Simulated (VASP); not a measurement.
TiC, 6 atoms in the cell. Symmetry: Cmmm, No. 65, orthorhombic system. The conventional cell has a = 6.136 Å, b = 9.353 Å, c = 3.913 Å, α = 90.00°, β = 90.00°, γ = 90.00°. Ti (site symmetry m2m) has 2 C at 1.85 Å within 2.5 Å. Ti (site symmetry mmm) has 2 C at 1.96 Å within 2.6 Å. C (site symmetry 2/m) has 2 Ti at 1.85 Å within 2.5 Å. Within 2.6 Å of C (site symmetry mmm) lie 2 Ti at 1.96 Å. 

| Item | Value |
| --- | --- |
| Program | VASP 6.6.1 |
| Task | relaxation of cell and atoms |
| Functional | PBE |
| Potentials or basis | VASP PAW PBE potentials, release 64 (Ti_sv, C) |
| Cutoff | 600 eV |
| k mesh | 8 × 8 × 10 |
| Occupations | gaussian, width 0.1 eV |
| Spin | no spin polarisation |
| Dipole correction | no |
| Further INCAR settings | ALGO = Normal; EDIFF = 1e-06; IBRION = 2; EDIFFG = -0.01; NSW = 100; ISIF = 3 |

Potentials or basis: VASP PAW PBE potentials, release 64 (Ti_sv, C).

Command:

```console
$ cat potpaw_PBE.64/Ti_sv/POTCAR potpaw_PBE.64/C/POTCAR > POTCAR
$ mpirun -np 1 vasp_std > vasp.out
```

Hardware: 1 thread of Intel(R) Xeon(R) 6975P-C (Granite Rapids), on a shared host.

How long does it take, and how much memory?

Run time: 38 min on 1 thread of Intel(R) Xeon(R) 6975P-C (Granite Rapids), on a shared host, peak memory 0.55 GiB. Counts: scf iterations 151, k points 126, ion steps 17.
